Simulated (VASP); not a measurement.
Wanted: the native input for a VASP 6.6.1 run.

```yaml
Task: single point
Functional: HSE06
Potentials_or_basis: VASP PAW PBE potentials, release 64 (Sn_d, S)
Cutoff: 400 eV
k_mesh: 6 × 6 × 4
Occupations: gaussian, width 0.01 eV
Spin: no spin polarisation
Dipole_correction: no
Grid_for_exact_exchange_PRECFOCK: Normal
Further_INCAR_settings: ALGO = Normal; EDIFF = 1e-06; NBANDS = 20
Share_of_exact_exchange: 0.25
Screening_parameter: 0.2079 1/Å
```

Crystal: SnS2.

```
Sn S
1.0
     3.73397    0.00000    0.00000
    -1.86698    3.23371    0.00000
     0.00000    0.00000    5.85893
Sn S
1 2
Direct
  0.00000 0.00000 0.00000
  0.33333 0.66667 0.24559
  0.66667 0.33333 0.75441
```

This cell differs from its parent crystal: epitaxial xy strain +2.0%.

One way to write it, as run:

POSCAR

```
SnS2
1.0
    3.7339699027      0.0000000000      0.0000000000
   -1.8669849513      3.2337127927      0.0000000000
    0.0000000000      0.0000000000      5.8589330642
Sn S
1 2
Direct
    0.0000000000      0.0000000000      0.0000000000
    0.3333333333      0.6666666667      0.2455905360
    0.6666666667      0.3333333333      0.7544094640
```

INCAR.step1

```
PREC = Accurate
ENCUT = 400
EDIFF = 1E-5
ISMEAR = 0
SIGMA = 0.01
LREAL = F
LASPH = T
NELM = 120
ALGO = Normal
ISIF = 2
LWAVE = T
LCHARG = F
NBANDS = 20
GGA = PE
GGA_COMPAT = F
KPAR = 4
```

INCAR.step2

```
PREC = Accurate
ENCUT = 400
EDIFF = 1E-6
ISMEAR = 0
SIGMA = 0.01
LREAL = F
LASPH = T
NELM = 120
ALGO = Normal
ISIF = 2
LWAVE = F
LCHARG = F
GGA = PE
LHFCALC = T
HFSCREEN = 0.2079
PRECFOCK = Normal
NBANDS = 20
ISTART = 1
GGA_COMPAT = F
KPAR = 4
```

KPOINTS

```
Automatic mesh
0
Gamma
  6 6 4
```

Potentials or basis: VASP PAW PBE potentials, release 64 (Sn_d, S).

The run is started by

```bash
$ cat potpaw_PBE.64/Sn_d/POTCAR potpaw_PBE.64/S/POTCAR > POTCAR
$ cp INCAR.step1 INCAR
$ mpirun -np 4 vasp_std > vasp.out
$ cp INCAR.step2 INCAR
$ mpirun -np 4 vasp_std > vasp.out
```

It gave:

| Property | Result |
| --- | --- |
| Pressure | -2.3 GPa |
| Largest force | 0.279 eV/Å |
| Band gap on the k mesh | 2.13 eV (least direct gap 2.38 eV) |

Caveat: the cell differs from its parent crystal (epitaxial xy strain +2.0%); the PAW data sets were made with another functional, which shifts forces and pressure a little; spin-orbit coupling is left out, which moves the levels of the heavy elements; this functional lacks dispersion, which binds the layers, so the pressure and a relaxed spacing across them are unreliable.

Run time: 12 min on 4 MPI ranks on AMD EPYC 7R13 Processor (Zen 3) (shared host), peak memory 0.25 GiB a rank.
